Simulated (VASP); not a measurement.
# Ga (P6_3/mmc) in VASP: a series of runs, part 2 of 2

VASP 6.6.1.

**4. Single point, PBEsol**

This run uses another cell than the first one, of 17.85 Å³/atom.

Input file INCAR:

```
SYSTEM = Ga
  ALGO = Normal
  EDIFF = 1E-7
  ENCUT = 520
  GGA = PS
  ISIF = 2
  ISMEAR = -1
  LASPH = .TRUE.
  LCHARG = .FALSE.
  LREAL = .FALSE.
  LWAVE = .FALSE.
  NBANDS = 20
  NELM = 60
  PREC = Accurate
  SIGMA = 0.1
```

Input file KPOINTS:

```
k-points
0
G
  20 20 11
  0 0 0
```

Input file POSCAR:

```
Ga
1.0
    2.9647887927      0.0000000000      0.0000000000
   -1.4823943964      2.5675824113      0.0000000000
    0.0000000000      0.0000000000      4.6894509240
Ga
2
Direct
    0.3333333333      0.6666666667      0.2500000000
    0.6666666667      0.3333333333      0.7500000000
```

Potentials or basis: VASP PAW PBE potentials, release 64 (Ga_d).

Run with:

```console
$ cat potpaw_PBE.64/Ga_d/POTCAR > POTCAR
$ mpirun -np 1 vasp_std > vasp.out
```

OUTCAR:

```text
SYSTEM = Ga
   EDIFF = 1E-7
   ENCUT = 520
   GGA = PS
   ISIF = 2
   ISMEAR = -1
   LASPH = .TRUE.
   LREAL = .FALSE.
   NELM = 60
   PREC = Accurate

 ion  position               nearest neighbor table
   1  0.333  0.667  0.250-   2 2.90   2 2.90   2 2.90   2 2.90   2 2.90   2 2.90
   2  0.667  0.333  0.750-   1 2.90   1 2.90   1 2.90   1 2.90   1 2.90   1 2.90

  LATTYP: Found a hexagonal cell.
 ALAT       =     2.9647887927
 C/A-ratio  =     1.5817150063

  Lattice vectors:

 A1 = (   2.9647887927,   0.0000000000,   0.0000000000)
 A2 = (  -1.4823943964,   2.5675824113,   0.0000000000)
 A3 = (   0.0000000000,   0.0000000000,   4.6894509240)

Analysis of symmetry for initial positions (statically):
=====================================================================
 Subroutine PRICEL returns:
 Original cell was already a primitive cell.

 Routine SETGRP: Setting up the symmetry group for a
 hexagonal supercell.

 Subroutine GETGRP returns: Found 24 space group operations
 (whereof 12 operations were pure point group operations)
 out of a pool of 24 trial point group operations.

The static configuration has the point symmetry D_3d.
 The point group associated with its full space group is D_6h.

Analysis of symmetry for dynamics (positions and initial velocities):
=====================================================================
 Subroutine PRICEL returns:
 Original cell was already a primitive cell.

 Routine SETGRP: Setting up the symmetry group for a
 hexagonal supercell.

 Subroutine GETGRP returns: Found 24 space group operations
 (whereof 12 operations were pure point group operations)
 out of a pool of 24 trial point group operations.

The dynamic configuration has the point symmetry D_3d.
 The point group associated with its full space group is D_6h.

 Subroutine INISYM returns: Found 24 space group operations
 (whereof 12 operations are pure point group operations),
 and found     1 'primitive' translations

[... 108 lines left out ...]
   EFERMI =   0.00;   METHOD = LEGACY
   ISMEAR =    -1;   SIGMA  =   0.10  broadening in eV -4-tet -1-fermi 0-gaus
   EFERMI_NEDOS =   21; number of points for ismear=-14 and -15
   IALGO  =     38    algorithm
   IMIX   =      4    mixing-type and parameters
     AMIX     =   0.40;   BMIX     =  1.00
     AMIX_MAG =   1.60;   BMIX_MAG =  1.00
  volume/ion in A,a.u.               =      17.85       120.45
  Fermi-wavevector in a.u.,A,eV,Ry     =   1.472943  2.783458 29.518665  2.169561
  Thomas-Fermi vector in A             =   2.587896
   LORBIT       =      0    0 simple, 1 ext, 2 COOP (PROOUT), +10 PAW based schemes
   GGA     = PS    functional components
   LHFCALC =     F    Hartree Fock is set to
   AEXX    =    0.0000 exact exchange contribution
   IVDW    =     0    specifies the selected vdW correction
   LEPSILON=     F    determine dielectric tensor
   LRPA    =     F    only Hartree local field effects (RPA)
 non-spin polarized calculation
  energy-cutoff  :      520.00
  volume of cell :       35.70
 maximum number of plane-waves:       984
 NGX is ok and might be reduce to    24
   NGX = 11   NGY = 11   NGZ = 17

 number of electron      26.0000002 magnetization

 Free energy of the ion-electron system (eV)
  ---------------------------------------------------
  ext. energy  EPLUGINS =         0.00000000
  ---------------------------------------------------
  free energy    TOTEN  =        -6.65358186 eV

  energy without entropy =       -6.62854201  energy(sigma->0) =       -6.64106194

 E-fermi :   5.9581     XC(G=0): -11.4323

 val. band max:        5.9273328325   @ k =   0.4000   0.1000   0.0000
 cond. band min:       5.9602346338   @ k =   0.2000   0.1000   0.1818
 fundamental gap:      0.0329018014
 Fermi energy:         5.9580822163

 k-point     1 :       0.0000    0.0000    0.0000
  band No.  band energies     occupation
      1      -9.0506      2.00000
      2      -8.9327      2.00000
      3      -8.9322      2.00000
      4      -8.9322      2.00000
      5      -8.9030      2.00000
      6      -8.9030      2.00000
[... 541 lines left out ...]
     19      17.3234      0.00000
     20      17.7209      0.00000

 [... further k-points ...]

------------------------ aborting loop because EDIFF is reached ----------------------------------------

  FORCE on cell =-STRESS in cart. coord.  units (eV):
  Direction    XX          YY          ZZ          XY          YZ          ZX
  --------------------------------------------------------------------------------------
  -------------------------------------------------------------------------------------
  Total       -0.0407966     -0.0407966      0.1767222      0.0000000      0.0000000      0.0000000
  in kB       -1.8310256     -1.8310256      7.9316144      0.0000000      0.0000000      0.0000000
  external PRESSURE =       1.4231877 kB  Pullay stress =       0.0000000 kB

 VOLUME and BASIS-vectors are now :
 -----------------------------------------------------------------------------
  energy-cutoff  :      520.00
  volume of cell :       35.70
      direct lattice vectors                 reciprocal lattice vectors
     2.964788793  0.000000000  0.000000000     0.337292155  0.194735716  0.000000000
    -1.482394396  2.567582411  0.000000000     0.000000000  0.389471433  0.000000000
     0.000000000  0.000000000  4.689450924     0.000000000  0.000000000  0.213244582

 POSITION                                       TOTAL-FORCE (eV/Angst)
 -----------------------------------------------------------------------------------
     -0.00000      1.71172      1.17236         0.000000      0.000000      0.000000
      1.48239      0.85586      3.51709        -0.000000      0.000000      0.000000
 -----------------------------------------------------------------------------------
    total drift:                               -0.000000      0.000000     -0.000000

  FREE ENERGIE OF THE ION-ELECTRON SYSTEM (eV)
  ---------------------------------------------------
  free  energy   TOTEN  =        -6.6535818646 eV

  energy  without entropy=       -6.6285420133  energy(sigma->0) =       -6.64106194
```

Run time: 4 min. Hardware: 1 thread of Intel Xeon 8259CL, shared host; peak memory 0.27 GiB.

What came out:

* Free energy: -6.6536 eV
* Pressure: 0.1 GPa
* Band gap on the k mesh: zero (bands 13 and 14 overlap by 7.21 eV)

Levels at points of the mesh, in eV from the Fermi level:
| k point | band 11 | band 12 | band 13 | band 14 | band 15 | band 16 |
| --- | --- | --- | --- | --- | --- | --- |
| (0.00, 0.00, 0.00) | -11.52 | -4.61 | -4.12 | 9.60 | 9.60 | 11.72 |
| (0.50, 0.00, 0.00) | -5.94 | -5.20 | 0.83 | 0.91 | 1.00 | 3.21 |

Caveat: the PAW data sets were made with another functional, which shifts forces and pressure a little.

**5. The runs side by side**

| task | cell | k mesh | cutoff (eV) | gap on the mesh (eV) | pressure (GPa) |
| --- | --- | --- | --- | --- | --- |
| single point | a = 3.079, b = 3.079, c = 4.870 Å, angles 90.0, 90.0, 120.0°, 2 atoms | 14 × 14 × 8 | 520 | none | -4.9 |
| relaxation of cell and atoms | relaxed from a = 3.026, b = 3.026, c = 4.942 Å, angles 90.0, 90.0, 120.0°, 2 atoms | 12 × 12 × 7 | 600 | none | 0.1 |
| single point | a = 2.965, b = 2.965, c = 4.689 Å, angles 90.0, 90.0, 120.0°, 2 atoms | 20 × 20 × 11 | 520 | none | 0.1 |

Alike in all rows: level PBEsol; potentials or basis VASP PAW PBE potentials, release 64 (Ga_d); no spin polarisation; smearing fermi-dirac 0.1 eV.

Caveats: the PAW data sets were made with another functional, which shifts forces and pressure a little; the cell stands under tension (at least some runs).

Absolute energies hang on the potentials; compare differences alone.

The gap in the log of VASP goes by the Fermi energy; the results here count the filled bands.